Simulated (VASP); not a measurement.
# Sn (Fm-3m) in VASP: notebook, part 2 of 3

VASP 6.6.1. The steps go on from the part before.

### 3 Single point, PBE

This run uses another cell than the first one, of 27.40 Å³/atom, 1.013 times its volume.

Input file INCAR:

```
PREC = Accurate ; ENCUT = 500
EDIFF = 1E-6 ; ISMEAR = 0
SIGMA = 0.05 ; LREAL = False
LASPH = True ; NELM = 120
ALGO = Normal ; ISIF = 2
LWAVE = False ; LCHARG = True
GGA = PE ; LELF = True
LVHAR = True ; NBANDS = 13
GGA_COMPAT = False
```

Input file KPOINTS:

```
regular mesh
0
Gamma
  8 8 8
```

Input file POSCAR:

```
Sn
1.0
    0.0000000000      2.3929413271      2.3929413271
    2.3929413271      0.0000000000      2.3929413271
    2.3929413271      2.3929413271      0.0000000000
Sn
1
Direct
    0.0000000000      0.0000000000      0.0000000000
```

Potentials or basis: VASP PAW PBE potentials, release 64 (Sn_d).

Started as:

```console
cat potpaw_PBE.64/Sn_d/POTCAR > POTCAR
mpirun -np 1 vasp_std > vasp.out
```

OUTCAR:

```text
PREC = Accurate
   ENCUT = 500
   EDIFF = 1E-6
   ISMEAR = 0
   LREAL = False
   LASPH = True
   NELM = 120
   ISIF = 2
   GGA = PE

 ion  position               nearest neighbor table
   1  0.000  0.000  0.000-

  LATTYP: Found a face centered cubic cell.
 ALAT       =     4.7858826542

  Lattice vectors:

 A1 = (   0.0000000000,   2.3929413271,   2.3929413271)
 A2 = (   2.3929413271,   0.0000000000,   2.3929413271)
 A3 = (   2.3929413271,   2.3929413271,   0.0000000000)

Analysis of symmetry for initial positions (statically):
=====================================================================
 Subroutine PRICEL returns:
 Original cell was already a primitive cell.

 Routine SETGRP: Setting up the symmetry group for a
 face centered cubic supercell.

 Subroutine GETGRP returns: Found 48 space group operations
 (whereof 48 operations were pure point group operations)
 out of a pool of 48 trial point group operations.

The static configuration has the point symmetry O_h .

Analysis of symmetry for dynamics (positions and initial velocities):
=====================================================================
 Subroutine PRICEL returns:
 Original cell was already a primitive cell.

 Routine SETGRP: Setting up the symmetry group for a
 face centered cubic supercell.

 Subroutine GETGRP returns: Found 48 space group operations
 (whereof 48 operations were pure point group operations)
 out of a pool of 48 trial point group operations.

The dynamic configuration has the point symmetry O_h .

 Subroutine INISYM returns: Found 48 space group operations
 (whereof 48 operations are pure point group operations),
 and found     1 'primitive' translations

----------------------------------------------------------------------------------------

                                     Primitive cell

  volume of cell :      27.4048

  direct lattice vectors                    reciprocal lattice vectors
     0.000000000  2.392941327  2.392941327    -0.208947873  0.208947873  0.208947873
     2.392941327  0.000000000  2.392941327     0.208947873 -0.208947873  0.208947873
     2.392941327  2.392941327  0.000000000     0.208947873  0.208947873 -0.208947873

  length of vectors
     3.384130079  3.384130079  3.384130079     0.361908332  0.361908332  0.361908332

  position of ions in fractional coordinates (direct lattice)
     0.000000000  0.000000000  0.000000000

  ion indices of the primitive-cell ions
   primitive index   ion index
                 1           1

----------------------------------------------------------------------------------------

 KPOINTS: regular mesh

Automatic generation of k-mesh.
 Grid dimensions read from file:
 generate k-points for:    8    8    8

 Generating k-lattice:

  Cartesian coordinates                     Fractional coordinates (reciprocal lattice)
    -0.026118484  0.026118484  0.026118484     0.125000000  0.000000000  0.000000000
     0.026118484 -0.026118484  0.026118484     0.000000000  0.125000000  0.000000000
     0.026118484  0.026118484 -0.026118484     0.000000000  0.000000000  0.125000000

  Length of vectors
     0.045238541  0.045238541  0.045238541

  Shift w.r.t. Gamma in fractional coordinates (k-lattice)
     0.000000000  0.000000000  0.000000000

 Subroutine IBZKPT returns following result:
 ===========================================

 Found     29 irreducible k-points:

 Following reciprocal coordinates:
            Coordinates               Weight
  0.000000  0.000000  0.000000      1.000000
  0.125000  0.000000  0.000000      8.000000
  0.250000  0.000000  0.000000      8.000000
  0.375000  0.000000  0.000000      8.000000
  0.500000  0.000000  0.000000      4.000000
  0.125000  0.125000  0.000000      6.000000
[... 16 lines left out ...]
  0.500000  0.250000  0.125000     48.000000
 -0.375000  0.250000  0.125000     24.000000
 [... further k-points ...]
   k-points           NKPTS =     29   k-points in BZ     NKDIM =     29   number of bands    NBANDS=     13
   number of dos      NEDOS =    301   number of ions     NIONS =      1
   total plane-waves  NPLWV =  21952
   dimension x,y,z NGX =    28 NGY =   28 NGZ =   28
   dimension x,y,z NGXF=    56 NGYF=   56 NGZF=   56
   ions per type =               1
   NGX,Y,Z   is equivalent  to a cutoff of  13.76, 13.76, 13.76 a.u.
   NGXF,Y,Z  is equivalent  to a cutoff of  27.51, 27.51, 27.51 a.u.
 SYSTEM =  unknown system
   PREC   = accura    normal or accurate (medium, high low for compatibility)
   ISTART =      0    job   : 0-new  1-cont  2-samecut
   ICHARG =      2    charge: 1-file 2-atom 10-const
   ISPIN  =      1    spin polarized calculation?
   LNONCOLLINEAR =      F non collinear calculations
   LSORBIT =      F    spin-orbit coupling
   LASPH  =      T    aspherical Exc in radial PAW
   ENCUT  =  500.0 eV  36.75 Ry    6.06 a.u.   6.17  6.17  6.17*2*pi/ulx,y,z
   NELM   =    120;   NELMIN=  2; NELMDL= -5     # of ELM steps
   EDIFF  = 0.1E-05   stopping-criterion for ELM
   LREAL  =      F    real-space projection
   EDIFFG = 0.1E-04   stopping-criterion for IOM
   NSW    =      0    number of steps for IOM
   IBRION =     -1    ionic relax: 0-MD 1-quasi-New 2-CG
   NFREE  =      0    steps in history (QN), initial steepest desc. (CG)
   ISIF   =      2    stress and relaxation
   ISYM   =      2    0-nonsym 1-usesym 2-fastsym
   POTIM  = 0.5000    time-step for ionic-motion
   TEBEG  =    0.0;   TEEND  =   0.0 temperature during run
   PSTRESS=    0.0 pullay stress
   NELECT =      14.0000    total number of electrons
   NUPDOWN=      -1.0000    fix difference up-down
   EMIN   =  10.00;   EMAX   =-10.00  energy-range for DOS
   EFERMI =   0.00;   METHOD = LEGACY
   ISMEAR =     0;   SIGMA  =   0.05  broadening in eV -4-tet -1-fermi 0-gaus
   EFERMI_NEDOS =   21; number of points for ismear=-14 and -15
   IALGO  =     38    algorithm
   IMIX   =      4    mixing-type and parameters
     AMIX     =   0.40;   BMIX     =  1.00
     AMIX_MAG =   1.60;   BMIX_MAG =  1.00
  volume/ion in A,a.u.               =      27.40       184.94
  Fermi-wavevector in a.u.,A,eV,Ry     =   1.308706  2.473096 23.302857  1.712712
  Thomas-Fermi vector in A             =   2.439355
   LORBIT       =      0    0 simple, 1 ext, 2 COOP (PROOUT), +10 PAW based schemes
   GGA     = PE    functional components
   LHFCALC =     F    Hartree Fock is set to
   AEXX    =    0.0000 exact exchange contribution
   IVDW    =     0    specifies the selected vdW correction
   LEPSILON=     F    determine dielectric tensor
   LRPA    =     F    only Hartree local field effects (RPA)
 non-spin polarized calculation
 Gauss-broadening in eV      SIGMA  =   0.05
  energy-cutoff  :      500.00
  volume of cell :       27.40
 maximum number of plane-waves:       725
 NGX is ok and might be reduce to    28
   NGX = 13   NGY = 13   NGZ = 13

 number of electron      14.0000003 magnetization

 Free energy of the ion-electron system (eV)
  ---------------------------------------------------
  ext. energy  EPLUGINS =         0.00000000
  ---------------------------------------------------
  free energy    TOTEN  =        -3.79013037 eV

  energy without entropy =       -3.78803443  energy(sigma->0) =       -3.78908240

 E-fermi :   8.0845     XC(G=0): -10.3254

 val. band max:        8.0705795824   @ k =  -0.3750   0.2500   0.0000
 cond. band min:       8.1114869902   @ k =  -0.2500   0.2500   0.0000
 fundamental gap:      0.0409074078
 Fermi energy:         8.0845495303

 k-point     1 :       0.0000    0.0000    0.0000
  band No.  band energies     occupation
      1     -13.5166      2.00000
      2     -13.5166      2.00000
      3     -13.5166      2.00000
      4     -13.4409      2.00000
      5     -13.4409      2.00000
      6      -3.0354      2.00000
      7      15.6782      0.00000
      8      15.6782      0.00000
      9      15.6782      0.00000
     10      18.6379      0.00000
     11      19.8268      0.00000
     12      19.8268      0.00000
     13      19.8268      0.00000
[... 353 lines left out ...]
 k-point    24 :      -0.3750    0.2500    0.1250
  band No.  band energies     occupation
      1     -13.5145      2.00000
      2     -13.4978      2.00000
      3     -13.4466      2.00000
      4     -13.4131      2.00000
      5     -13.3696      2.00000
      6       2.0126      2.00000
      7       4.3448      2.00000
      8       9.5447      0.00000
      9      11.1225      0.00000
     10      16.9317      0.00000
     11      19.0391      0.00000
     12      23.7512      0.00000
     13      24.0509      0.00000

 [... further k-points ...]

------------------------ aborting loop because EDIFF is reached ----------------------------------------

  FORCE on cell =-STRESS in cart. coord.  units (eV):
  Direction    XX          YY          ZZ          XY          YZ          ZX
  --------------------------------------------------------------------------------------
  -------------------------------------------------------------------------------------
  Total        0.2123680      0.2123680      0.2123680     -0.0000000      0.0000000      0.0000000
  in kB       12.4157652     12.4157652     12.4157652     -0.0000000      0.0000000      0.0000000
  external PRESSURE =      12.4157652 kB  Pullay stress =       0.0000000 kB

 VOLUME and BASIS-vectors are now :
 -----------------------------------------------------------------------------
  energy-cutoff  :      500.00
  volume of cell :       27.40
      direct lattice vectors                 reciprocal lattice vectors
     0.000000000  2.392941327  2.392941327    -0.208947873  0.208947873  0.208947873
     2.392941327  0.000000000  2.392941327     0.208947873 -0.208947873  0.208947873
     2.392941327  2.392941327  0.000000000     0.208947873  0.208947873 -0.208947873

 POSITION                                       TOTAL-FORCE (eV/Angst)
 -----------------------------------------------------------------------------------
      0.00000      0.00000      0.00000         0.000000      0.000000      0.000000
 -----------------------------------------------------------------------------------
    total drift:                               -0.000000     -0.000000     -0.000000

  FREE ENERGIE OF THE ION-ELECTRON SYSTEM (eV)
  ---------------------------------------------------
  free  energy   TOTEN  =        -3.7901303701 eV

  energy  without entropy=       -3.7880344311  energy(sigma->0) =       -3.78908240
```

OSZICAR:

```text
N       E                     dE             d eps       ncg     rms          rms(c)
DAV:   1     0.797866751659E+02    0.79787E+02   -0.71497E+03   777   0.158E+03
DAV:   2     0.184793756424E+01   -0.77939E+02   -0.75436E+02   794   0.338E+02
DAV:   3    -0.368271800310E+01   -0.55307E+01   -0.55096E+01   892   0.722E+01
DAV:   4    -0.379826963780E+01   -0.11555E+00   -0.11553E+00   909   0.111E+01
DAV:   5    -0.380217181321E+01   -0.39022E-02   -0.39021E-02  1000   0.204E+00    0.128E+00
DAV:   6    -0.379332876133E+01    0.88431E-02   -0.92449E-03   967   0.162E+00    0.708E-01
DAV:   7    -0.379025426119E+01    0.30745E-02   -0.60684E-03   959   0.128E+00    0.902E-02
DAV:   8    -0.379013142590E+01    0.12284E-03   -0.64541E-04   939   0.430E-01    0.218E-02
DAV:   9    -0.379013038328E+01    0.10426E-05   -0.11520E-05   998   0.421E-02    0.158E-02
DAV:  10    -0.379013037011E+01    0.13179E-07   -0.35938E-06   964   0.281E-02
   1 F= -.37901304E+01 E0= -.37890824E+01  d E =-.209594E-02
```

stdout:

```text
POSCAR found type information on POSCAR Sn
 POSCAR found :  1 types and       1 ions
 scaLAPACK will be used
 LDA part: xc-table for (Slater+PW92), standard interpolation
 POSCAR, INCAR and KPOINTS ok, starting setup
 FFT: planning ... GRIDC
 FFT: planning ... GRID_SOFT
 FFT: planning ... GRID
 WAVECAR not read
 entering main loop
```

It took 14 s on 1 thread of Intel Xeon Platinum 8375C at 2.90GHz (Ice Lake), shared host; peak memory 0.15 GiB.

What came out:

| Item | Value |
| --- | --- |
| Free energy | -3.7901 eV |
| Pressure | 1.2 GPa |
| Band gap on the k mesh | zero (band 7 reaches 15.68 eV, above the bottom of band 8 at 6.30 eV) |

Caveat: spin-orbit coupling is left out, which moves the levels of the heavy elements.

[end of part 2 of 3]
